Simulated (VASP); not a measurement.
# BN (I-4m2) in VASP: G0W0 quasiparticle levels with PBE

Aim: the G0W0 quasiparticle levels of BN with PBE.

All numbers are computed with VASP 6.6.1; they aren't measurements. Logs are shortened: lines on timing, memory, paths and dates and some standing lists are left out, and cuts for length are marked.

## Step 1: The cell of the first run

The structure is tetragonal, space group I-4m2 (No. 119). Conventional cell: a = 2.603 Å, b = 2.603 Å, c = 3.579 Å, α = 90.00°, β = 90.00°, γ = 90.00°. Within 2.1 Å of B (site symmetry -4m2) lie 4 N at 1.58 Å. N (site symmetry -4m2) has 4 B at 1.58 Å within 2.1 Å.

## Step 2: G0W0 quasiparticle levels, PBE

The input, POSCAR:

```
BN
1.0
    0.0000000000      1.8409219587      1.7893037172
    1.8409219587      0.0000000000      1.7893037172
    1.8409219587      1.8409219587      0.0000000000
B N
1 1
Direct
    0.0000000000      0.0000000000      0.0000000000
    0.2500000000      0.2500000000      0.2500000000
```

The input, INCAR.step1:

```
PREC = Accurate
ENCUT = 500
EDIFF = 1E-8
ISMEAR = 0
SIGMA = 0.01
LREAL = F
LASPH = T
NELM = 60
ALGO = Normal
LWAVE = T
LCHARG = F
GGA = PE
```

The input, INCAR.step2:

```
PREC = Accurate
ENCUT = 500
EDIFF = 1E-8
ISMEAR = 0
SIGMA = 0.01
LREAL = F
LASPH = T
NELM = 1
ALGO = Exact
LWAVE = T
LCHARG = F
GGA = PE
NBANDS = 54
LOPTICS = T
ISTART = 1
```

The input, INCAR.step3:

```
PREC = Accurate
ENCUT = 500
EDIFF = 1E-8
ISMEAR = 0
SIGMA = 0.01
LREAL = F
LASPH = T
ALGO = EVGW0
LWAVE = F
LCHARG = F
GGA = PE
NELMGW = 1
NBANDS = 54
ENCUTGW = 150.0
NOMEGA = 96
PRECFOCK = Fast
ISTART = 1
NBANDSGW = 12
OMEGAMAX = 20
```

The input, KPOINTS:

```
regular mesh
0
Gamma
  6 6 6
```

Potentials or basis: VASP PAW PBE potentials, release 64 (B_GW, N_GW).

On the command line:

```sh
> cat potpaw_PBE.64/B_GW/POTCAR potpaw_PBE.64/N_GW/POTCAR > POTCAR
> cp INCAR.step1 INCAR
> mpirun -np 1 vasp_std > vasp.out
> cp INCAR.step2 INCAR
> mpirun -np 1 vasp_std > vasp.out
> cp INCAR.step3 INCAR
> mpirun -np 1 vasp_std > vasp.out
```

OUTCAR:

```text
PREC = Accurate
   ENCUT = 500
   EDIFF = 1E-8
   ISMEAR = 0
   LREAL = F
   LASPH = T
   GGA = PE
   NELMGW = 1
   ENCUTGW = 150.0
   PRECFOCK = Fast
   ISTART = 1

 ion  position               nearest neighbor table
   1  0.000  0.000  0.000-   2 1.58   2 1.58   2 1.58   2 1.58
   2  0.250  0.250  0.250-   1 1.58   1 1.58   1 1.58   1 1.58

  LATTYP: Found a body centered tetragonal cell.
 ALAT       =     2.6034568013
 C/A-ratio  =     1.3745599438

  Lattice vectors:

 A1 = (   0.0000000000,  -1.8409219587,  -1.7893037172)
 A2 = (   0.0000000000,   1.8409219587,  -1.7893037172)
 A3 = (   1.8409219587,   0.0000000000,   1.7893037172)

Analysis of symmetry for initial positions (statically):
=====================================================================
 Subroutine PRICEL returns:
 Original cell was already a primitive cell.

 Routine SETGRP: Setting up the symmetry group for a
 body centered tetragonal supercell.

 Subroutine GETGRP returns: Found  8 space group operations
 (whereof  8 operations were pure point group operations)
 out of a pool of 16 trial point group operations.

The static configuration has the point symmetry D_2d.

Analysis of symmetry for dynamics (positions and initial velocities):
=====================================================================
 Subroutine PRICEL returns:
 Original cell was already a primitive cell.

 Routine SETGRP: Setting up the symmetry group for a
 body centered tetragonal supercell.

 Subroutine GETGRP returns: Found  8 space group operations
 (whereof  8 operations were pure point group operations)
 out of a pool of 16 trial point group operations.

The dynamic configuration has the point symmetry D_2d.

 Subroutine INISYM returns: Found  8 space group operations
 (whereof  8 operations are pure point group operations),
 and found     1 'primitive' translations

----------------------------------------------------------------------------------------

                                     Primitive cell

[... 88 lines left out ...]
   ENCUT  =  500.0 eV  36.75 Ry    6.06 a.u.   4.68  4.68  4.75*2*pi/ulx,y,z
   NELM   =     60;   NELMIN=  2; NELMDL=  0     # of ELM steps
   EDIFF  = 0.1E-07   stopping-criterion for ELM
   LREAL  =      F    real-space projection
   EDIFFG = 0.1E-06   stopping-criterion for IOM
   NSW    =      0    number of steps for IOM
   IBRION =     -1    ionic relax: 0-MD 1-quasi-New 2-CG
   NFREE  =      0    steps in history (QN), initial steepest desc. (CG)
   ISIF   =      0    stress and relaxation
   ISYM   =      3    0-nonsym 1-usesym 2-fastsym
   POTIM  = 0.5000    time-step for ionic-motion
   TEBEG  =    0.0;   TEEND  =   0.0 temperature during run
   PSTRESS=    0.0 pullay stress
   NELECT =       8.0000    total number of electrons
   NUPDOWN=      -1.0000    fix difference up-down
   EMIN   =  10.00;   EMAX   =-10.00  energy-range for DOS
   EFERMI =   0.00;   METHOD = LEGACY
   ISMEAR =     0;   SIGMA  =   0.01  broadening in eV -4-tet -1-fermi 0-gaus
   EFERMI_NEDOS =   21; number of points for ismear=-14 and -15
   IALGO  =     38    algorithm
   IMIX   =      4    mixing-type and parameters
     AMIX     =   0.40;   BMIX     =  1.00
     AMIX_MAG =   1.60;   BMIX_MAG =  1.00
  volume/ion in A,a.u.               =       6.06        40.92
  Fermi-wavevector in a.u.,A,eV,Ry     =   1.425093  2.693035 27.631939  2.030890
  Thomas-Fermi vector in A             =   2.545514
   LORBIT       =      0    0 simple, 1 ext, 2 COOP (PROOUT), +10 PAW based schemes
   GGA     = PE    functional components
   LHFCALC =     T    Hartree Fock is set to
   PRECFOCK=fast      Normal, Fast or Accurate (Low or Medium for compatibility)
   ENCUT4O =  -1.0   cutoff for four orbital integrals eV
   NKREDX  =     1    reduce k-point grid by
   NKREDY  =     1    reduce k-point grid by
   NKREDZ  =     1    reduce k-point grid by
   AEXX    =    1.0000 exact exchange contribution
   HFSCREEN=    0.0000 screening length (either q_TF or 0.3 A-1)
   HFSCREENC=   0.0000 screening length for correlation (either q_TF or 0.3 A-1)
   ENCUTFOCK=  -1.0 apply spherical cutoff to Coloumb kernel
   IVDW    =     0    specifies the selected vdW correction
   LEPSILON=     F    determine dielectric tensor
   LRPA    =     F    only Hartree local field effects (RPA)
   LRPAFORCE           =     F    calculate RPA forces
   ENCUTGW             = 150.0    cutoff for response function in eV
   ENCUTGWSOFT         = 120.0    soft cutoff for Coulomb kernel in GW response function in eV
   ENCUTLF             =  -1.0    cutoff for local field effects
   NELMGW              =     1    number of iterations in solving QP/BSE equation
   NELMHF              =     1    number of iterations in the inner HF iteration
   NKREDLFX            =     1    NKREDLFY  =   1   NKREDLFZ  =   1
 non-spin polarized calculation
 Gauss-broadening in eV      SIGMA  =   0.01
  energy-cutoff  :      500.00
  volume of cell :       12.13
 maximum number of plane-waves:       323
  NGX = 12; NGY = 12; NGZ = 12
   NGX =  9   NGY =  9   NGZ =  9
 maximum number of plane-waves:        59

 QP shifts <psi_nk| G(iteration)W_0 |psi_nk>: iteration 1
 for sc-GW calculations column KS-energies equals QP-energies in previous step
 and V_xc(KS)=  KS-energies - (<T + V_ion + V_H > + <T+V_H+V_ion>^1  + <V_x>^1)

 k-point   1 :       0.0000    0.0000    0.0000
  band No.  KS-energies  QP-energies   sigma(KS)   V_xc(KS)     V^pw_x(r,r')   Z            occupation Imag(sigma)

      1     -12.7949     -14.6978     -17.8494     -15.4259     -26.3615       0.7852       2.0000       1.3357
      2       7.0513       6.2960     -19.0928     -18.1774     -21.7577       0.8251       2.0000       0.0304
      3       7.0513       6.2960     -19.0928     -18.1774     -21.7577       0.8251       2.0000       0.0304
      4       7.3149       6.5742     -19.1271     -18.2299     -21.7982       0.8256       2.0000       0.0307
      5      15.7060      17.0305     -12.0377     -13.6311      -6.8782       0.8313       0.0000      -0.0435
      6      15.9060      17.2410     -12.1133     -13.7166      -6.9521       0.8326       0.0000      -0.0425
      7      15.9060      17.2410     -12.1133     -13.7166      -6.9521       0.8326       0.0000      -0.0425
      8      17.0524      18.2344     -13.9245     -15.3721      -8.4166       0.8165       0.0000      -0.0515
      9      31.3936      31.8060     -10.8114     -11.3370      -3.2810       0.7847       0.0000      -0.4513
     10      33.8845      35.0486     -11.7614     -13.1488      -5.4179       0.8391       0.0000      -0.4522
     11      34.7172      35.2506     -10.2704     -10.9144      -3.0076       0.8284       0.0000      -0.8461
     12      34.7172      35.2506     -10.2704     -10.9144      -3.0076       0.8284       0.0000      -0.8461
[... 356 lines left out ...]
      1      -7.9757      -9.4260     -18.8356     -16.8837     -26.4434       0.7430       2.0000       0.6226
      2      -0.9089      -2.4455     -17.5307     -15.5600     -22.1206       0.7797       2.0000       0.0748
      3       1.3732       0.0499     -17.2173     -15.5678     -20.9474       0.8023       2.0000       0.0488
      4       3.0594       1.8936     -17.8610     -16.4195     -21.3213       0.8087       2.0000       0.0421
      5      13.4724      14.3312     -11.9633     -12.9812      -7.2850       0.8438       0.0000      -0.0388
      6      18.3014      19.3821     -12.1762     -13.4762      -6.8105       0.8313       0.0000      -0.0481
      7      22.6743      24.3424     -13.4939     -15.6294      -6.6165       0.7811       0.0000      -0.0999
      8      23.3565      25.0590     -13.6285     -15.8245      -6.6079       0.7753       0.0000      -0.1093
      9      26.5998      28.0702     -13.7806     -15.6886      -6.5085       0.7706       0.0000      -0.1866
     10      33.1496      34.4438     -11.9571     -13.5949      -3.9150       0.7902       0.0000      -0.6916
     11      37.0584      38.1167     -11.4521     -12.7412      -4.2321       0.8210       0.0000      -0.8022
     12      41.3542      42.2589     -10.8127     -11.9081      -3.1347       0.8259       0.0000      -1.0910

 [... further k-points ...]
```

OUTCAR.step1:

```text
PREC = Accurate
   ENCUT = 500
   EDIFF = 1E-8
   ISMEAR = 0
   LREAL = F
   LASPH = T
[... 484 lines left out ...]
 -----------------------------------------------------------------------------------
      0.00000      0.00000      0.00000         0.000000      0.000000     -0.000000
      0.92046      0.92046      0.89465        -0.000000     -0.000000      0.000000
 -----------------------------------------------------------------------------------
    total drift:                                0.000001      0.000001     -0.000001

  FREE ENERGIE OF THE ION-ELECTRON SYSTEM (eV)
  ---------------------------------------------------
  free  energy   TOTEN  =       -17.4419654330 eV

  energy  without entropy=      -17.4419654330  energy(sigma->0) =      -17.44196543
```

Run time: 56 s. Hardware: 1 thread of Intel Xeon 6975P-C (Granite Rapids), shared host; peak memory 0.25 GiB.

What came out:

```
Quasiparticle gap                                   : 5.39 eV
Least direct quasiparticle gap                      : 10.46 eV
Band gap of the starting levels on the mesh         : 3.95 eV
Least direct gap of the starting levels on the mesh : 8.39 eV
```

Caveat: the k points lie up to 0.50 Å⁻¹ apart; bands, screening cutoff and mesh are small and nothing is extrapolated, so the quasiparticle values aren't converged.
